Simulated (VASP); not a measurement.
Set up this calculation in VASP 6.6.1, as the native input.

* Task: single point
* Functional: PBE
* Potentials or basis: VASP PAW PBE potentials, release 64 (Al, Os)
* Cutoff: 520 eV
* k mesh: 6 × 6 × 6
* Occupations: gaussian, width 0.1 eV
* Spin: no spin polarisation
* Dipole correction: no
* Further INCAR settings: ALGO = Normal; EDIFF = 1e-07; NBANDS = 22

The structure of AlOs3 lies in POSCAR:

```
AlOs3
1.0
    3.7733892234      0.0000000000      0.0000000000
    0.0000000000      3.7733892234      0.0000000000
    0.0000000000      0.0000000000      3.7733892234
Al Os
1 3
Direct
    0.0000000000      0.0000000000      0.0000000000
    0.0000000000      0.5000000000      0.5000000000
    0.5000000000      0.0000000000      0.5000000000
    0.5000000000      0.5000000000      0.0000000000
```

One way to write it, as run:

INCAR

```
  ALGO = Normal
  EDIFF = 1E-7
  ENCUT = 520
  GGA = PE
  ISIF = 2
  ISMEAR = 0
  LASPH = True
  LCHARG = False
  LREAL = False
  LWAVE = False
  NBANDS = 22
  NELM = 100
  PREC = Accurate
  SIGMA = 0.1
```

KPOINTS

```
k-points
0
Gamma
  6 6 6
```

Potentials or basis: VASP PAW PBE potentials, release 64 (Al, Os).

Command:

```console
$ cat potpaw_PBE.64/Al/POTCAR potpaw_PBE.64/Os/POTCAR > POTCAR
$ mpirun -np 1 vasp_std > vasp.out
```

It gave:

```
Pressure               : 24.1 GPa
Band gap on the k mesh : zero (an odd number of electrons rules out a gap without spin polarisation)
```

Caveat: the cell stands under pressure; spin-orbit coupling is left out, which moves the levels of the heavy elements.

It took 27 s on 1 thread of Intel Xeon 8259CL (shared host), peak memory 0.16 GiB.
